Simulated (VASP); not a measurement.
# Au (P6_3/mmc) in VASP: notebook

The runs below take Au through single point, with LDA.

All numbers are computed with VASP 6.6.1; they aren't measurements. Logs are shortened: lines on timing, memory, paths and dates and some standing lists are left out, and cuts for length are marked.

## 1. The cell of the first run

The structure is hexagonal, space group P6_3/mmc (No. 194). The conventional cell has a = 2.407 Å, b = 2.407 Å, c = 3.970 Å, α = 90.00°, β = 90.00°, γ = 120.00°. Within 3.2 Å of Au (site symmetry -6m2) lie 12 Au at 2.41 to 2.42 Å.

## 2. Single point, LDA (volume scaled by 0.6)

Contents of INCAR:

```
  ALGO = Normal
  EDIFF = 1E-6
  ENCUT = 500
  GGA = CA
  GGA_COMPAT = False
  ISIF = 2
  ISMEAR = -1
  LASPH = True
  LCHARG = True
  LELF = True
  LREAL = False
  LVHAR = True
  LWAVE = False
  NBANDS = 18
  NELM = 120
  PREC = Accurate
  SIGMA = 0.08
```

Contents of KPOINTS:

```
k-points
0
Gamma
  15 15 8
```

Contents of POSCAR:

```
Au
1.0
    2.4066069847      0.0000000000      0.0000000000
   -1.2033034923      2.0841827856      0.0000000000
    0.0000000000      0.0000000000      3.9704270531
Au
2
Direct
    0.3333333333      0.6666666667      0.2500000000
    0.6666666667      0.3333333333      0.7500000000
```

Potentials or basis: VASP PAW LDA potentials, release 64 (Au).

The run is started by

```sh
> cat potpaw_LDA.64/Au/POTCAR > POTCAR
> mpirun -np 1 vasp_std > vasp.out
```

OUTCAR:

```text
EDIFF = 1E-6
   ENCUT = 500
   GGA = CA
   ISIF = 2
   ISMEAR = -1
   LASPH = True
   LREAL = False
   NELM = 120
   PREC = Accurate

 ion  position               nearest neighbor table
   1  0.333  0.667  0.250-   2 2.42   2 2.42   2 2.42   2 2.42   2 2.42   2 2.42   2 3.42   2 3.42
                             2 3.42   2 3.42   2 3.42   2 3.42
   2  0.667  0.333  0.750-   1 2.42   1 2.42   1 2.42   1 2.42   1 2.42   1 2.42   1 3.42   1 3.42
                             1 3.42   1 3.42   1 3.42   1 3.42

  LATTYP: Found a hexagonal cell.
 ALAT       =     2.4066069847
 C/A-ratio  =     1.6498028462

  Lattice vectors:

 A1 = (   2.4066069847,   0.0000000000,   0.0000000000)
 A2 = (  -1.2033034923,   2.0841827856,   0.0000000000)
 A3 = (   0.0000000000,   0.0000000000,   3.9704270531)

Analysis of symmetry for initial positions (statically):
=====================================================================
 Subroutine PRICEL returns:
 Original cell was already a primitive cell.

 Routine SETGRP: Setting up the symmetry group for a
 hexagonal supercell.

 Subroutine GETGRP returns: Found 24 space group operations
 (whereof 12 operations were pure point group operations)
 out of a pool of 24 trial point group operations.

The static configuration has the point symmetry D_3d.
 The point group associated with its full space group is D_6h.

Analysis of symmetry for dynamics (positions and initial velocities):
=====================================================================
 Subroutine PRICEL returns:
 Original cell was already a primitive cell.

 Routine SETGRP: Setting up the symmetry group for a
 hexagonal supercell.

 Subroutine GETGRP returns: Found 24 space group operations
 (whereof 12 operations were pure point group operations)
 out of a pool of 24 trial point group operations.

The dynamic configuration has the point symmetry D_3d.
 The point group associated with its full space group is D_6h.

 Subroutine INISYM returns: Found 24 space group operations
 (whereof 12 operations are pure point group operations),
 and found     1 'primitive' translations

----------------------------------------------------------------------------------------

                                     Primitive cell

  volume of cell :      19.9149

  direct lattice vectors                    reciprocal lattice vectors
     2.406606985  0.000000000  0.000000000     0.415522770  0.239902183  0.000000000
    -1.203303492  2.084182786  0.000000000     0.000000000  0.479804366  0.000000000
     0.000000000  0.000000000  3.970427053     0.000000000  0.000000000  0.251862076

  length of vectors
     2.406606985  2.406606985  3.970427053     0.479804366  0.479804366  0.251862076

  position of ions in fractional coordinates (direct lattice)
     0.333333333  0.666666667  0.250000000
     0.666666667  0.333333333  0.750000000

  ion indices of the primitive-cell ions
   primitive index   ion index
                 1           1
                 2           2

----------------------------------------------------------------------------------------

 KPOINTS: k-points

Automatic generation of k-mesh.
 Grid dimensions read from file:
 generate k-points for:   15   15    8

 Generating k-lattice:

  Cartesian coordinates                     Fractional coordinates (reciprocal lattice)
     0.027701518  0.015993479  0.000000000     0.066666667  0.000000000  0.000000000
     0.000000000  0.031986958  0.000000000     0.000000000  0.066666667  0.000000000
     0.000000000  0.000000000  0.031482759     0.000000000  0.000000000  0.125000000

  Length of vectors
     0.031986958  0.031986958  0.031482759

  Shift w.r.t. Gamma in fractional coordinates (k-lattice)
     0.000000000  0.000000000  0.000000000

 Subroutine IBZKPT returns following result:
 ===========================================

 Found    135 irreducible k-points:

 Following reciprocal coordinates:
            Coordinates               Weight
  0.000000  0.000000  0.000000      1.000000
  0.066667  0.000000  0.000000      6.000000
  0.133333  0.000000  0.000000      6.000000
  0.200000  0.000000  0.000000      6.000000
  0.266667  0.000000  0.000000      6.000000
  0.333333  0.000000  0.000000      6.000000
[... 16 lines left out ...]
  0.333333  0.200000  0.000000     12.000000
  0.400000  0.200000  0.000000      6.000000
 [... further k-points ...]
   k-points           NKPTS =    135   k-points in BZ     NKDIM =    135   number of bands    NBANDS=     18
   number of dos      NEDOS =    301   number of ions     NIONS =      2
   total plane-waves  NPLWV =   9720
   dimension x,y,z NGX =    18 NGY =   18 NGZ =   30
   dimension x,y,z NGXF=    36 NGYF=   36 NGZF=   60
   ions per type =               2
   NGX,Y,Z   is equivalent  to a cutoff of  12.43, 12.43, 12.56 a.u.
   NGXF,Y,Z  is equivalent  to a cutoff of  24.87, 24.87, 25.12 a.u.
 SYSTEM =  unknown system
   PREC   = accura    normal or accurate (medium, high low for compatibility)
   ISTART =      0    job   : 0-new  1-cont  2-samecut
   ICHARG =      2    charge: 1-file 2-atom 10-const
   ISPIN  =      1    spin polarized calculation?
   LNONCOLLINEAR =      F non collinear calculations
   LSORBIT =      F    spin-orbit coupling
   LASPH  =      T    aspherical Exc in radial PAW
   ENCUT  =  500.0 eV  36.75 Ry    6.06 a.u.   4.39  4.39  7.24*2*pi/ulx,y,z
   NELM   =    120;   NELMIN=  2; NELMDL= -5     # of ELM steps
   EDIFF  = 0.1E-05   stopping-criterion for ELM
   LREAL  =      F    real-space projection
   EDIFFG = 0.1E-04   stopping-criterion for IOM
   NSW    =      0    number of steps for IOM
   IBRION =     -1    ionic relax: 0-MD 1-quasi-New 2-CG
   NFREE  =      0    steps in history (QN), initial steepest desc. (CG)
   ISIF   =      2    stress and relaxation
   ISYM   =      2    0-nonsym 1-usesym 2-fastsym
   POTIM  = 0.5000    time-step for ionic-motion
   TEBEG  =    0.0;   TEEND  =   0.0 temperature during run
   PSTRESS=    0.0 pullay stress
   NELECT =      22.0000    total number of electrons
   NUPDOWN=      -1.0000    fix difference up-down
   EMIN   =  10.00;   EMAX   =-10.00  energy-range for DOS
   EFERMI =   0.00;   METHOD = LEGACY
   ISMEAR =    -1;   SIGMA  =   0.08  broadening in eV -4-tet -1-fermi 0-gaus
   EFERMI_NEDOS =   21; number of points for ismear=-14 and -15
   IALGO  =     38    algorithm
   IMIX   =      4    mixing-type and parameters
     AMIX     =   0.40;   BMIX     =  1.00
     AMIX_MAG =   1.60;   BMIX_MAG =  1.00
  volume/ion in A,a.u.               =       9.96        67.20
  Fermi-wavevector in a.u.,A,eV,Ry     =   1.692348  3.198074 38.967651  2.864042
  Thomas-Fermi vector in A             =   2.773951
   LORBIT       =      0    0 simple, 1 ext, 2 COOP (PROOUT), +10 PAW based schemes
   GGA     = CA    functional components
   LHFCALC =     F    Hartree Fock is set to
   AEXX    =    0.0000 exact exchange contribution
   IVDW    =     0    specifies the selected vdW correction
   LEPSILON=     F    determine dielectric tensor
   LRPA    =     F    only Hartree local field effects (RPA)
 non-spin polarized calculation
  energy-cutoff  :      500.00
  volume of cell :       19.91
 maximum number of plane-waves:       537
 NGX is ok and might be reduce to    18
   NGX =  9   NGY =  9   NGZ = 15

 number of electron      21.9999998 magnetization

 Free energy of the ion-electron system (eV)
  ---------------------------------------------------
  ext. energy  EPLUGINS =         0.00000000
  ---------------------------------------------------
  free energy    TOTEN  =         0.96730619 eV

  energy without entropy =        0.97459622  energy(sigma->0) =        0.97095120

 E-fermi :  22.0545     XC(G=0): -16.2818

 val. band max:       22.0453628635   @ k =   0.4667   0.0000   0.0000
 cond. band min:      22.0580484997   @ k =   0.2667   0.2000   0.3750
 fundamental gap:      0.0126856362
 Fermi energy:        22.0544565127

 k-point     1 :       0.0000    0.0000    0.0000
  band No.  band energies     occupation
      1       4.5012      2.00000
      2       7.2211      2.00000
      3      12.2992      2.00000
      4      12.6735      2.00000
      5      12.6735      2.00000
      6      13.5630      2.00000
[... 10 lines left out ...]
     17      44.3065      0.00000
     18      44.3065      0.00000

 k-point     2 :       0.0667    0.0000    0.0000
  band No.  band energies     occupation
      1       4.7429      2.00000
      2       7.4370      2.00000
      3      12.0280      2.00000
      4      12.8826      2.00000
      5      12.8896      2.00000
      6      13.4254      2.00000
[... 10 lines left out ...]
     17      42.3737      0.00000
     18      44.4382      0.00000

 k-point     3 :       0.1333    0.0000    0.0000
  band No.  band energies     occupation
      1       5.4273      2.00000
      2       8.0050      2.00000
      3      11.5380      2.00000
      4      12.9615      2.00000
      5      13.4844      2.00000
      6      13.4978      2.00000
[... 10 lines left out ...]
     17      40.2564      0.00000
     18      42.2855      0.00000

 k-point     4 :       0.2000    0.0000    0.0000
  band No.  band energies     occupation
      1       6.4144      2.00000
      2       8.5867      2.00000
      3      11.2425      2.00000
      4      12.0385      2.00000
      5      12.5881      2.00000
      6      13.8752      2.00000
[... 10 lines left out ...]
     17      40.2536      0.00000
     18      40.5985      0.00000

 k-point     5 :       0.2667    0.0000    0.0000
  band No.  band energies     occupation
      1       7.4096      2.00000
      2       8.6159      2.00000
      3      10.7037      2.00000
      4      11.6216      2.00000
      5      12.5248      2.00000
      6      13.3707      2.00000
[... 10 lines left out ...]
     17      40.8997      0.00000
     18      41.6473      0.00000

 k-point     6 :       0.3333    0.0000    0.0000
  band No.  band energies     occupation
      1       7.9391      2.00000
      2       8.3316      2.00000
      3       9.6489      2.00000
      4      12.3386      2.00000
      5      12.9449      2.00000
      6      13.1209      2.00000
[... 10 lines left out ...]
     17      40.5712      0.00000
     18      41.5419      0.00000

 k-point     7 :       0.4000    0.0000    0.0000
  band No.  band energies     occupation
      1       7.7356      2.00000
      2       8.3390      2.00000
      3       8.9240      2.00000
      4      12.6406      2.00000
      5      13.1644      2.00000
      6      13.3462      2.00000
[... 10 lines left out ...]
     17      37.0298      0.00000
     18      41.4185      0.00000

 k-point     8 :       0.4667    0.0000    0.0000
  band No.  band energies     occupation
      1       7.5352      2.00000
      2       8.3268      2.00000
      3       8.5553      2.00000
      4      12.4828      2.00000
      5      13.1870      2.00000
      6      13.8465      2.00000
[... 10 lines left out ...]
     17      34.1919      0.00000
     18      41.1798      0.00000
[... 229 lines left out ...]
     17      37.7307      0.00000
     18      40.6035      0.00000

 k-point    20 :       0.4000    0.1333    0.0000
  band No.  band energies     occupation
      1       8.3234      2.00000
      2       8.5955      2.00000
      3       9.0285      2.00000
      4      12.2080      2.00000
      5      13.0758      2.00000
      6      13.2433      2.00000
[... 10 lines left out ...]
     17      35.6673      0.00000
     18      40.4298      0.00000

 k-point    21 :       0.2000    0.2000    0.0000
  band No.  band energies     occupation
      1       9.0025      2.00000
      2       9.7340      2.00000
      3       9.9425      2.00000
      4      10.2197      2.00000
      5      12.0956      2.00000
      6      13.0084      2.00000
[... 10 lines left out ...]
     17      39.7482      0.00000
     18      40.9521      0.00000

 k-point    22 :       0.2667    0.2000    0.0000
  band No.  band energies     occupation
      1       9.1127      2.00000
      2       9.3871      2.00000
      3       9.7181      2.00000
      4      11.1412      2.00000
      5      11.9355      2.00000
      6      13.5681      2.00000
[... 10 lines left out ...]
     17      38.8065      0.00000
     18      39.8879      0.00000

 k-point    23 :       0.3333    0.2000    0.0000
  band No.  band energies     occupation
      1       8.7100      2.00000
      2       9.2368      2.00000
      3       9.7012      2.00000
      4      11.9855      2.00000
      5      12.1451      2.00000
      6      13.0758      2.00000
[... 10 lines left out ...]
     17      36.9998      0.00000
     18      39.7414      0.00000

 k-point    24 :       0.4000    0.2000    0.0000
  band No.  band energies     occupation
      1       8.5712      2.00000
      2       9.1484      2.00000
      3       9.7054      2.00000
      4      12.0764      2.00000
      5      12.5635      2.00000
      6      12.8305      2.00000
[... 10 lines left out ...]
     17      35.9937      0.00000
     18      39.5677      0.00000

 [... further k-points ...]

------------------------ aborting loop because EDIFF is reached ----------------------------------------

  FORCE on cell =-STRESS in cart. coord.  units (eV):
  Direction    XX          YY          ZZ          XY          YZ          ZX
  --------------------------------------------------------------------------------------
  -------------------------------------------------------------------------------------
  Total       50.0877833     50.0877833     50.1141922      0.0000000      0.0000000      0.0000000
  in kB     4029.6209522   4029.6209519   4031.7455764      0.0000001      0.0000000      0.0000000
  external PRESSURE =    4030.3291602 kB  Pullay stress =       0.0000000 kB

 VOLUME and BASIS-vectors are now :
 -----------------------------------------------------------------------------
  energy-cutoff  :      500.00
  volume of cell :       19.91
      direct lattice vectors                 reciprocal lattice vectors
     2.406606985  0.000000000  0.000000000     0.415522770  0.239902183  0.000000000
    -1.203303492  2.084182786  0.000000000     0.000000000  0.479804366  0.000000000
     0.000000000  0.000000000  3.970427053     0.000000000  0.000000000  0.251862076

 POSITION                                       TOTAL-FORCE (eV/Angst)
 -----------------------------------------------------------------------------------
     -0.00000      1.38946      0.99261        -0.000000     -0.000000      0.000000
      1.20330      0.69473      2.97782         0.000000      0.000000      0.000000
 -----------------------------------------------------------------------------------
    total drift:                                0.000000     -0.000000      0.000000

  FREE ENERGIE OF THE ION-ELECTRON SYSTEM (eV)
  ---------------------------------------------------
  free  energy   TOTEN  =         0.9673061859 eV

  energy  without entropy=        0.9745962210  energy(sigma->0) =        0.97095120
```

Wall time 56 s (1 thread of AMD EPYC 7R13, shared host); peak memory 0.12 GiB.

What came out:

* Free energy: 0.9673 eV
* Pressure: 403.0 GPa
* Band gap on the k mesh: zero (band 11 reaches 28.52 eV, above the bottom of band 12 at 17.52 eV)

Stress tensor (GPa, compression positive):
```
402.96   0.00   0.00
  0.00 402.96   0.00
  0.00   0.00 403.17
```

Caveat: spin-orbit coupling is left out, which moves the levels of the heavy elements.

(Part 1 of 2 ends here.)
